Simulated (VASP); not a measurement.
# InAs (Fm-3m) in VASP: single point with PBE

Aim: the single point of InAs with PBE.

All numbers are computed with VASP 6.6.1; they aren't measurements. Logs are shortened: lines on timing, memory, paths and dates and some standing lists are left out, and cuts for length are marked.

## Step 1: The cell of the first run

Symmetry: Fm-3m, No. 225, cubic system. Conventional cell: a = 5.755 Å, b = 5.755 Å, c = 5.755 Å, α = 90.00°, β = 90.00°, γ = 90.00°. In (site symmetry m-3m) has 6 As at 2.88 Å within 3.8 Å. Within 3.8 Å of As (site symmetry m-3m) lie 6 In at 2.88 Å.

## Step 2: Single point, PBE

Input file INCAR:

```
PREC = Accurate
ENCUT = 520
EDIFF = 1E-7
ISMEAR = 0
SIGMA = 0.15
LREAL = False
LASPH = True
NELM = 80
ALGO = Normal
ISIF = 2
LWAVE = False
LCHARG = False
GGA = PE
NBANDS = 16
```

Input file KPOINTS:

```
Automatic mesh
0
Gamma
  14 14 14
```

Input file POSCAR:

```
InAs
1.0
    0.0000000000      2.8773040000      2.8773040000
    2.8773040000      0.0000000000      2.8773040000
    2.8773040000      2.8773040000      0.0000000000
In As
1 1
Direct
    0.5000000000      0.5000000000      0.5000000000
    0.0000000000      0.0000000000      0.0000000000
```

Potentials or basis: VASP PAW PBE potentials, release 64 (In_d, As).

The run is started by

```bash
$ cat potpaw_PBE.64/In_d/POTCAR potpaw_PBE.64/As/POTCAR > POTCAR
$ mpirun -np 1 vasp_std > vasp.out
```

OUTCAR:

```text
PREC = Accurate
   ENCUT = 520
   EDIFF = 1E-7
   ISMEAR = 0
   LREAL = False
   LASPH = True
   NELM = 80
   ISIF = 2
   GGA = PE

 ion  position               nearest neighbor table
   1  0.500  0.500  0.500-   2 2.88   2 2.88   2 2.88   2 2.88   2 2.88   2 2.88
   2  0.000  0.000  0.000-   1 2.88   1 2.88   1 2.88   1 2.88   1 2.88   1 2.88

  LATTYP: Found a face centered cubic cell.
 ALAT       =     5.7546080000

  Lattice vectors:

 A1 = (   0.0000000000,   2.8773040000,   2.8773040000)
 A2 = (   2.8773040000,   0.0000000000,   2.8773040000)
 A3 = (   2.8773040000,   2.8773040000,   0.0000000000)

Analysis of symmetry for initial positions (statically):
=====================================================================
 Subroutine PRICEL returns:
 Original cell was already a primitive cell.

 Routine SETGRP: Setting up the symmetry group for a
 face centered cubic supercell.

 Subroutine GETGRP returns: Found 48 space group operations
 (whereof 48 operations were pure point group operations)
 out of a pool of 48 trial point group operations.

The static configuration has the point symmetry O_h .

Analysis of symmetry for dynamics (positions and initial velocities):
=====================================================================
 Subroutine PRICEL returns:
 Original cell was already a primitive cell.

 Routine SETGRP: Setting up the symmetry group for a
 face centered cubic supercell.

 Subroutine GETGRP returns: Found 48 space group operations
 (whereof 48 operations were pure point group operations)
 out of a pool of 48 trial point group operations.

The dynamic configuration has the point symmetry O_h .

 Subroutine INISYM returns: Found 48 space group operations
 (whereof 48 operations are pure point group operations),
 and found     1 'primitive' translations

----------------------------------------------------------------------------------------

                                     Primitive cell

  volume of cell :      47.6417

  direct lattice vectors                    reciprocal lattice vectors
     0.000000000  2.877304000  2.877304000    -0.173773783  0.173773783  0.173773783
     2.877304000  0.000000000  2.877304000     0.173773783 -0.173773783  0.173773783
     2.877304000  2.877304000  0.000000000     0.173773783  0.173773783 -0.173773783

  length of vectors
     4.069122340  4.069122340  4.069122340     0.300985021  0.300985021  0.300985021

  position of ions in fractional coordinates (direct lattice)
     0.500000000  0.500000000  0.500000000
     0.000000000  0.000000000  0.000000000

  ion indices of the primitive-cell ions
   primitive index   ion index
                 1           1
                 2           2

----------------------------------------------------------------------------------------

 KPOINTS: Automatic mesh

Automatic generation of k-mesh.
 Grid dimensions read from file:
 generate k-points for:   14   14   14

 Generating k-lattice:

  Cartesian coordinates                     Fractional coordinates (reciprocal lattice)
    -0.012412413  0.012412413  0.012412413     0.071428571  0.000000000  0.000000000
     0.012412413 -0.012412413  0.012412413     0.000000000  0.071428571  0.000000000
     0.012412413  0.012412413 -0.012412413     0.000000000  0.000000000  0.071428571

  Length of vectors
     0.021498930  0.021498930  0.021498930

  Shift w.r.t. Gamma in fractional coordinates (k-lattice)
     0.000000000  0.000000000  0.000000000

 Subroutine IBZKPT returns following result:
 ===========================================

 Found    104 irreducible k-points:

 Following reciprocal coordinates:
            Coordinates               Weight
  0.000000  0.000000  0.000000      1.000000
  0.071429  0.000000  0.000000      8.000000
  0.142857  0.000000  0.000000      8.000000
  0.214286  0.000000  0.000000      8.000000
  0.285714  0.000000  0.000000      8.000000
  0.357143  0.000000  0.000000      8.000000
[... 16 lines left out ...]
  0.214286  0.142857  0.000000     24.000000
  0.285714  0.142857  0.000000     24.000000
 [... further k-points ...]
   k-points           NKPTS =    104   k-points in BZ     NKDIM =    104   number of bands    NBANDS=     16
   number of dos      NEDOS =    301   number of ions     NIONS =      2
   total plane-waves  NPLWV =  27000
   dimension x,y,z NGX =    30 NGY =   30 NGZ =   30
   dimension x,y,z NGXF=    60 NGYF=   60 NGZF=   60
   ions per type =               1   1
   NGX,Y,Z   is equivalent  to a cutoff of  12.26, 12.26, 12.26 a.u.
   NGXF,Y,Z  is equivalent  to a cutoff of  24.51, 24.51, 24.51 a.u.
 SYSTEM =  unknown system
   PREC   = accura    normal or accurate (medium, high low for compatibility)
   ISTART =      0    job   : 0-new  1-cont  2-samecut
   ICHARG =      2    charge: 1-file 2-atom 10-const
   ISPIN  =      1    spin polarized calculation?
   LNONCOLLINEAR =      F non collinear calculations
   LSORBIT =      F    spin-orbit coupling
   LASPH  =      T    aspherical Exc in radial PAW
   ENCUT  =  520.0 eV  38.22 Ry    6.18 a.u.   7.57  7.57  7.57*2*pi/ulx,y,z
   NELM   =     80;   NELMIN=  2; NELMDL= -5     # of ELM steps
   EDIFF  = 0.1E-06   stopping-criterion for ELM
   LREAL  =      F    real-space projection
   EDIFFG = 0.1E-05   stopping-criterion for IOM
   NSW    =      0    number of steps for IOM
   IBRION =     -1    ionic relax: 0-MD 1-quasi-New 2-CG
   NFREE  =      0    steps in history (QN), initial steepest desc. (CG)
   ISIF   =      2    stress and relaxation
   ISYM   =      2    0-nonsym 1-usesym 2-fastsym
   POTIM  = 0.5000    time-step for ionic-motion
   TEBEG  =    0.0;   TEEND  =   0.0 temperature during run
   PSTRESS=    0.0 pullay stress
   NELECT =      18.0000    total number of electrons
   NUPDOWN=      -1.0000    fix difference up-down
   EMIN   =  10.00;   EMAX   =-10.00  energy-range for DOS
   EFERMI =   0.00;   METHOD = LEGACY
   ISMEAR =     0;   SIGMA  =   0.15  broadening in eV -4-tet -1-fermi 0-gaus
   EFERMI_NEDOS =   21; number of points for ismear=-14 and -15
   IALGO  =     38    algorithm
   IMIX   =      4    mixing-type and parameters
     AMIX     =   0.40;   BMIX     =  1.00
     AMIX_MAG =   1.60;   BMIX_MAG =  1.00
  volume/ion in A,a.u.               =      23.82       160.75
  Fermi-wavevector in a.u.,A,eV,Ry     =   1.183505  2.236499 19.057448  1.400683
  Thomas-Fermi vector in A             =   2.319738
   LORBIT       =      0    0 simple, 1 ext, 2 COOP (PROOUT), +10 PAW based schemes
   GGA     = PE    functional components
   LHFCALC =     F    Hartree Fock is set to
   AEXX    =    0.0000 exact exchange contribution
   IVDW    =     0    specifies the selected vdW correction
   LEPSILON=     F    determine dielectric tensor
   LRPA    =     F    only Hartree local field effects (RPA)
 non-spin polarized calculation
 Gauss-broadening in eV      SIGMA  =   0.15
  energy-cutoff  :      520.00
  volume of cell :       47.64
 maximum number of plane-waves:      1307
   NGX = 15   NGY = 15   NGZ = 15

 number of electron      18.0000002 magnetization

 Free energy of the ion-electron system (eV)
  ---------------------------------------------------
  ext. energy  EPLUGINS =         0.00000000
  ---------------------------------------------------
  free energy    TOTEN  =        -7.32864739 eV

  energy without entropy =       -7.31570676  energy(sigma->0) =       -7.32217707

 E-fermi :   5.9077     XC(G=0): -10.0965

 val. band max:        5.8960856461   @ k =   0.2857   0.0000   0.0000
 cond. band min:       5.9081141330   @ k =   0.3571   0.1429   0.0714
 fundamental gap:      0.0120284868
 Fermi energy:         5.9077444329

 k-point     1 :       0.0000    0.0000    0.0000
  band No.  band energies     occupation
      1      -8.4065      2.00000
      2      -8.4065      2.00000
      3      -8.3864      2.00000
      4      -8.3864      2.00000
      5      -8.3864      2.00000
      6      -6.1692      2.00000
[... 8 lines left out ...]
     15      13.4109      0.00000
     16      13.4109      0.00000

 k-point     2 :       0.0714    0.0000    0.0000
  band No.  band energies     occupation
      1      -8.4084      2.00000
      2      -8.4084      2.00000
      3      -8.3865      2.00000
      4      -8.3843      2.00000
      5      -8.3843      2.00000
      6      -6.1141      2.00000
[... 8 lines left out ...]
     15      13.4024      0.00000
     16      13.5322      0.00000

 k-point     3 :       0.1429    0.0000    0.0000
  band No.  band energies     occupation
      1      -8.4146      2.00000
      2      -8.4146      2.00000
      3      -8.3868      2.00000
      4      -8.3774      2.00000
      5      -8.3774      2.00000
      6      -5.9508      2.00000
[... 8 lines left out ...]
     15      13.7290      0.00000
     16      13.7290      0.00000

 k-point     4 :       0.2143    0.0000    0.0000
  band No.  band energies     occupation
      1      -8.4244      2.00000
      2      -8.4244      2.00000
      3      -8.3876      2.00000
      4      -8.3665      2.00000
      5      -8.3665      2.00000
      6      -5.6884      2.00000
[... 8 lines left out ...]
     15      14.2963      0.00000
     16      14.2963      0.00000
[... 324 lines left out ...]
 k-point    22 :       0.1429    0.1429    0.0000
  band No.  band energies     occupation
      1      -8.4368      2.00000
      2      -8.4004      2.00000
      3      -8.3933      2.00000
      4      -8.3730      2.00000
      5      -8.3730      2.00000
      6      -5.8681      2.00000
[... 8 lines left out ...]
     15      15.1146      0.00000
     16      15.1146      0.00000

 k-point    23 :       0.2143    0.1429    0.0000
  band No.  band energies     occupation
      1      -8.4547      2.00000
      2      -8.4015      2.00000
      3      -8.3953      2.00000
      4      -8.3662      2.00000
      5      -8.3636      2.00000
      6      -5.6641      2.00000
[... 8 lines left out ...]
     15      15.4432      0.00000
     16      15.5164      0.00000

 k-point    24 :       0.2857    0.1429    0.0000
  band No.  band energies     occupation
      1      -8.4720      2.00000
      2      -8.4087      2.00000
      3      -8.3947      2.00000
      4      -8.3596      2.00000
      5      -8.3510      2.00000
      6      -5.3679      2.00000
[... 8 lines left out ...]
     15      15.7353      0.00000
     16      16.0663      0.00000

 [... further k-points ...]
[... 5 lines left out ...]
  --------------------------------------------------------------------------------------
  -------------------------------------------------------------------------------------
  Total       -0.0303416     -0.0303416     -0.0303416      0.0000000      0.0000000     -0.0000000
  in kB       -1.0203811     -1.0203811     -1.0203811      0.0000000      0.0000000     -0.0000000
  external PRESSURE =      -1.0203811 kB  Pullay stress =       0.0000000 kB

 VOLUME and BASIS-vectors are now :
 -----------------------------------------------------------------------------
  energy-cutoff  :      520.00
  volume of cell :       47.64
      direct lattice vectors                 reciprocal lattice vectors
     0.000000000  2.877304000  2.877304000    -0.173773783  0.173773783  0.173773783
     2.877304000  0.000000000  2.877304000     0.173773783 -0.173773783  0.173773783
     2.877304000  2.877304000  0.000000000     0.173773783  0.173773783 -0.173773783

 POSITION                                       TOTAL-FORCE (eV/Angst)
 -----------------------------------------------------------------------------------
      2.87730      2.87730      2.87730         0.000000      0.000000      0.000000
      0.00000      0.00000      0.00000        -0.000000     -0.000000     -0.000000
 -----------------------------------------------------------------------------------
    total drift:                                0.000000      0.000000      0.000000

  FREE ENERGIE OF THE ION-ELECTRON SYSTEM (eV)
  ---------------------------------------------------
  free  energy   TOTEN  =        -7.3286473873 eV

  energy  without entropy=       -7.3157067592  energy(sigma->0) =       -7.32217707
```

Wall time 56 s (1 thread of AMD EPYC 7R43 (Zen 3), shared host); peak memory 0.19 GiB.

Results:

| Item | Value |
| --- | --- |
| Free energy | -7.3286 eV |
| Pressure | -0.1 GPa |
| Band gap on the k mesh | zero (band 9 reaches 6.30 eV, above the bottom of band 10 at 3.70 eV) |

Caveat: spin-orbit coupling is left out, which moves the levels of the heavy elements.
